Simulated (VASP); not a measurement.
Al3Ga13As16:

```
CELL_PARAMETERS angstrom
11.32536 0.00000 0.00000
0.00000 11.32536 0.00000
0.00000 0.00000 11.32536
ATOMIC_POSITIONS crystal
Ga 0.99826 0.00216 0.00145
Ga 0.00188 0.00093 0.49893
Ga 0.00107 0.49692 0.50027
Ga 0.50125 0.99987 0.50147
Ga 0.49749 0.49742 0.99960
Ga 0.50086 0.49713 0.50251
Ga 0.24774 0.24909 0.99669
Ga 0.24743 0.25068 0.50079
Ga 0.25213 0.75021 0.50153
Ga 0.74789 0.24784 0.99645
Ga 0.75254 0.25188 0.49660
Ga 0.74918 0.74826 0.00228
Ga 0.75181 0.74755 0.50167
Ga 0.24992 0.99814 0.25184
Ga 0.25130 0.00146 0.75179
Ga 0.25015 0.49921 0.24743
Ga 0.25070 0.49737 0.75056
Ga 0.75136 0.99820 0.24893
Ga 0.74875 0.49984 0.74874
Ga 0.00156 0.25110 0.25204
Ga 0.99937 0.24655 0.74820
Ga 0.99905 0.74824 0.25363
Ga 0.00307 0.75131 0.75272
Ga 0.50081 0.25004 0.25190
Ga 0.50056 0.24581 0.74970
Ga 0.49852 0.74808 0.24878
Al 0.00043 0.50106 0.99782
Al 0.49980 0.99649 0.99971
Al 0.25027 0.75096 0.00310
Al 0.75051 0.00082 0.75272
Al 0.75155 0.49876 0.25034
Al 0.50024 0.75161 0.75171
As 0.12536 0.12765 0.12749
As 0.12283 0.12576 0.62521
As 0.12241 0.62455 0.12372
As 0.12223 0.62556 0.62524
As 0.62398 0.12710 0.12361
As 0.62763 0.12604 0.62493
As 0.62304 0.62795 0.12716
As 0.62492 0.62281 0.62762
As 0.37563 0.37641 0.13050
As 0.37788 0.37506 0.62254
As 0.37768 0.87401 0.12618
As 0.37415 0.87499 0.62347
As 0.87421 0.37282 0.12372
As 0.87331 0.37417 0.62315
As 0.87600 0.87582 0.12508
As 0.87595 0.87597 0.62539
As 0.37587 0.12486 0.37713
As 0.37391 0.12468 0.87601
As 0.37761 0.62297 0.37383
As 0.37880 0.62570 0.87439
As 0.87428 0.12775 0.37672
As 0.87831 0.12645 0.87530
As 0.87558 0.62346 0.37321
As 0.87549 0.62324 0.87346
As 0.12160 0.37703 0.37415
As 0.12284 0.37550 0.87456
As 0.12509 0.87569 0.37617
As 0.12382 0.87675 0.87660
As 0.62679 0.37624 0.37881
As 0.62436 0.37599 0.87410
As 0.62102 0.87380 0.37723
As 0.62536 0.87268 0.87374
```

* Program: VASP 6.6.1
* Task: relaxation of volume and atoms at fixed shape
* Functional: PBEsol
* Potentials or basis: VASP PAW PBE potentials, release 64 (Ga_d, Al, As)
* Cutoff: 500 eV
* k mesh: 1 × 1 × 1, shifted
* Occupations: fermi-dirac, width 0.05 eV
* Spin: no spin polarisation

At the start: pressure 0.2 GPa; volume 22.70 Å³/atom.

Problem. How do energy, volume and symmetry change on relaxing?

Solution. Over 11 steps the energy falls by 6.1 meV/atom and the volume is 22.75 Å³/atom (+0.2 %); space group P1 (No. 1, to 0.1 Å) before and after.

The path:
```csv
step,energy change (eV),largest force (eV/Å),pressure (GPa),volume (Å³)
1,0.0000,0.8575,0.24,1452.63
2,-0.3294,0.2275,-0.18,1459.91
3,-0.3447,0.1745,-0.27,1461.88
4,-0.3688,0.1027,0.11,1453.78
5,-0.3695,0.0979,0.20,1452.01
6,-0.3800,0.0602,0.04,1455.31
7,-0.3814,0.0664,-0.04,1456.94
8,-0.3855,0.0349,-0.02,1456.59
9,-0.3867,0.0449,0.00,1456.23
10,-0.3886,0.0326,0.01,1455.99
11,-0.3893,0.0287,0.03,1455.74
```

Final structure:
```
Ga Al As
1.0
    11.33343    0.00000    0.00000
     0.00000   11.33343    0.00000
     0.00000    0.00000   11.33343
Ga Al As
26 6 32
Direct
  0.99999 0.00065 0.00161
  0.00041 0.99965 0.49955
  0.00033 0.50075 0.50085
  0.50025 0.00000 0.50062
  0.49958 0.49938 0.00044
  0.50036 0.49942 0.50053
  0.25020 0.25010 0.00002
  0.24990 0.25018 0.49990
  0.25029 0.75000 0.50057
  0.74939 0.24922 0.00008
  0.75049 0.24967 0.49978
  0.75054 0.74964 0.00069
  0.75083 0.74966 0.50023
  0.25061 0.00002 0.25111
  0.24964 0.00074 0.75005
  0.24979 0.50003 0.25005
  0.25063 0.49949 0.75016
  0.74957 0.99967 0.25013
  0.74969 0.49994 0.75019
  0.00006 0.24983 0.25033
  0.00043 0.24977 0.75023
  0.00010 0.75018 0.25107
  0.00083 0.75055 0.75060
  0.50012 0.24971 0.25065
  0.49979 0.24949 0.74996
  0.50028 0.74964 0.25127
  0.99964 0.49918 0.99931
  0.49966 0.99897 0.00065
  0.24934 0.74948 0.00102
  0.75087 0.99907 0.75023
  0.74986 0.49926 0.24949
  0.49995 0.74943 0.75049
  0.12576 0.12508 0.12588
  0.12465 0.12489 0.62440
  0.12368 0.62435 0.12544
  0.12559 0.62508 0.62596
  0.62438 0.12458 0.12524
  0.62569 0.12483 0.62520
  0.62448 0.62489 0.12503
  0.62512 0.62488 0.62486
  0.37495 0.37448 0.12558
  0.37506 0.37455 0.62511
  0.37491 0.87426 0.12635
  0.37501 0.87540 0.62569
  0.87490 0.37405 0.12454
  0.87515 0.37487 0.62525
  0.87511 0.87462 0.12580
  0.87622 0.87453 0.62481
  0.37541 0.12489 0.37570
  0.37513 0.12488 0.87548
  0.37497 0.62419 0.37567
  0.37487 0.62454 0.87575
  0.87509 0.12417 0.37465
  0.87516 0.12477 0.87544
  0.87484 0.62445 0.37507
  0.87509 0.62538 0.87457
  0.12470 0.37533 0.37528
  0.12557 0.37475 0.87463
  0.12541 0.87465 0.37532
  0.12494 0.87603 0.87591
  0.62492 0.37455 0.37540
  0.62452 0.37464 0.87505
  0.62522 0.87461 0.37578
  0.62550 0.87447 0.87565
```

Caveat: the PAW data sets were made with another functional, which shifts forces and pressure a little.
